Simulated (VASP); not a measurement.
Ta3W2, 5 atoms in the cell. It takes space group Fmmm (No. 69, orthorhombic). The conventional cell has a = 3.119 Å, b = 4.440 Å, c = 21.951 Å, α = 90.00°, β = 90.00°, γ = 90.00°. Ta (site symmetry mmm) has 8 W at 2.68 to 3.11 Å and 6 Ta at 2.71 to 3.12 Å within 3.5 Å. Ta (site symmetry mm2) has 4 W at 2.68 to 3.11 Å and 10 Ta at 2.71 to 3.17 Å within 3.5 Å. Within 3.5 Å of W (site symmetry mm2) lie 8 Ta at 2.68 to 3.11 Å and 6 W at 2.71 to 3.12 Å. 

* Program: VASP 6.6.1
* Task: single point
* Functional: PBE
* Potentials or basis: VASP PAW PBE potentials, release 64 (Ta_pv, W_sv)
* Cutoff: 520 eV
* k mesh: 14 × 14 × 14
* Occupations: gaussian, width 0.1 eV
* Spin: no spin polarisation
* Dipole correction: no
* Further INCAR settings: ALGO = Fast; EDIFF = 1e-06; NBANDS = 38

Potentials or basis: VASP PAW PBE potentials, release 64 (Ta_pv, W_sv).

Command:

```bash
$ cat potpaw_PBE.64/Ta_pv/POTCAR potpaw_PBE.64/W_sv/POTCAR > POTCAR
$ mpirun -np 1 vasp_std > vasp.out
```

Hardware: 1 thread of Intel(R) Xeon(R) 6975P-C (Granite Rapids), with other jobs on the host.

Q: How long does it take, and how much memory?

A: It took 31 min on 1 thread of Intel(R) Xeon(R) 6975P-C (Granite Rapids), with other jobs on the host, peak memory 1.1 GiB. Counts: scf iterations 16, k points 428.
